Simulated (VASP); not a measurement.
# Sn: single point with PBEsol

Crystal: Sn.

```xyz
2
Lattice="0.0000 3.1969 3.2456 3.2943 0.0000 3.2456 3.2943 3.1969 0.0000" Properties=species:S:1:pos:R:3 pbc="T T T"
Sn    3.2943    3.1969    3.2456
Sn    4.9414    4.7954    4.8684
```

This cell differs from its parent crystal: strain +0.0150 x Voigt [1, -1, 0, 0, 0, 0].

```json
{
  "Program": "VASP 6.6.1",
  "Task": "single point",
  "Functional": "PBEsol",
  "Potentials or basis": "VASP PAW PBE potentials, release 64 (Sn_d)",
  "Cutoff": "520 eV",
  "k mesh": "12 × 12 × 12",
  "Occupations": "gaussian, width 0.15 eV",
  "Spin": "no spin polarisation"
}
```

The pressure is 0.9 GPa and the band gap on the k mesh is zero (band 14 reaches 5.57 eV, above the bottom of band 15 at 5.41 eV).

Stress tensor (GPa, compression positive):
```
0.48 0.00 0.00
0.00 1.38 0.00
0.00 0.00 0.96
```

Levels at points of the mesh, in eV from the Fermi level:
```csv
k point,band 10,band 11,band 12,band 13,band 14,band 15,band 16,band 17,band 18,band 19
"(0.00, 0.00, 0.00)",-21.22,-10.63,-0.71,-0.02,0.08,0.18,2.09,2.15,2.21,4.85
"(0.50, 0.00, 0.00)",-21.17,-9.01,-6.33,-1.22,-1.03,-0.08,3.15,3.27,5.52,8.34
"(0.50, 0.50, 0.00)",-21.16,-7.54,-7.54,-2.47,-2.47,0.75,0.75,7.66,7.66,9.16
"(0.50, 0.00, 0.50)",-21.16,-7.48,-7.48,-2.55,-2.55,0.66,0.66,7.70,7.70,9.24
"(0.00, 0.50, 0.50)",-21.15,-7.59,-7.59,-2.39,-2.39,0.85,0.85,7.67,7.67,9.15
```

Wall time 6.1 min on 1 thread of Intel(R) Xeon(R) Platinum 8259CL CPU @ 2.50GHz (Skylake/Cascade Lake), on a shared host, peak memory 0.44 GiB.

Caveat: the cell differs from its parent crystal (strain +0.0150 x Voigt [1, -1, 0, 0, 0, 0]); the PAW data sets were made with another functional, which shifts forces and pressure a little; spin-orbit coupling is left out, which moves the levels of the heavy elements.
